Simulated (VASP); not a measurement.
CaO, 2 atoms in the cell. Symmetry: Pm-3m, No. 221, cubic system. The conventional cell has a = 2.904 Å, b = 2.904 Å, c = 2.904 Å, α = 90.00°, β = 90.00°, γ = 90.00°. Ca (site symmetry m-3m) has 8 O at 2.52 Å and 6 Ca at 2.90 Å within 3.3 Å. O (site symmetry m-3m) has 8 Ca at 2.52 Å and 6 O at 2.90 Å within 3.3 Å.  This cell differs from its parent crystal: volume changed by -3%.

| Item | Value |
| --- | --- |
| Program | VASP 6.6.1 |
| Task | single point |
| Functional | PBE |
| Potentials or basis | VASP PAW PBE potentials, release 64 (Ca_sv, O) |
| Cutoff | 520 eV |
| k mesh | 8 × 8 × 8 |
| Occupations | gaussian, width 0.01 eV |
| Spin | no spin polarisation |
| Dipole correction | no |
| Further INCAR settings | ALGO = Normal; EDIFF = 1e-07; NBANDS = 15 |

Potentials or basis: VASP PAW PBE potentials, release 64 (Ca_sv, O).

Run with:

```sh
$ cat potpaw_PBE.64/Ca_sv/POTCAR potpaw_PBE.64/O/POTCAR > POTCAR
$ mpirun -np 1 vasp_std > vasp.out
```

Hardware: 1 thread of Intel Xeon 6975P-C, on a shared host.

Question: How long does it take, and how much memory?

Answer: Run time: 7.5 s on 1 thread of Intel Xeon 6975P-C (shared host), peak memory 0.14 GiB. Counts: scf iterations 13, k points 35.
